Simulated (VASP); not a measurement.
Here is a VASP 6.6.1 calculation.

File INCAR:

```
SYSTEM = Sn2Ge
  PREC = Accurate
  ENCUT = 600
  EDIFF = 1E-6
  ISMEAR = -1
  SIGMA = 0.1
  LREAL = .FALSE.
  LASPH = .TRUE.
  NELM = 100
  ALGO = Normal
  ISIF = 3
  LWAVE = .FALSE.
  LCHARG = .FALSE.
  GGA = PS
  IBRION = 2
  NSW = 80
  EDIFFG = -0.01
  PSTRESS = 200.0
```

The input KPOINTS:

```
Automatic mesh
0
G
  7 7 7
  0 0 0
```

The input POSCAR:

```
Sn2Ge
1.0
    0.0000000000      4.3743320000      0.0000000000
    4.3743320000      0.0000000000      0.0000000000
    2.1871660000      2.1871660000     -7.0248860000
Sn Ge
4 2
Direct
    0.4160000000      0.4160000000      0.1680000000
    0.1660000000      0.6660000000      0.6680000000
    0.3340000000      0.8340000000      0.3320000000
    0.5840000000      0.5840000000      0.8320000000
    0.0000000000      0.0000000000      0.0000000000
    0.7500000000      0.2500000000      0.5000000000
```

Potentials or basis: VASP PAW PBE potentials, release 64 (Sn_d, Ge_d).

Run with:

```bash
$ cat potpaw_PBE.64/Sn_d/POTCAR potpaw_PBE.64/Ge_d/POTCAR > POTCAR
$ mpirun -np 1 vasp_std > vasp.out
```

(1) Predict the band gap on the k mesh.

(2) Predict the relaxed cell.

Answers

(1) zero (bands 42 and 43 overlap by 4.92 eV).

(2) a = 3.237 Å, b = 3.237 Å, c = 11.595 Å, α = 81.97°, β = 81.97°, γ = 90.00°.

Caveat: the cell is relaxed towards a set pressure, so the run minimises the enthalpy, not the energy; a cell axis changed by over 15 % at a fixed basis, so the end point is rough; spin-orbit coupling is left out, which moves the levels of the heavy elements.
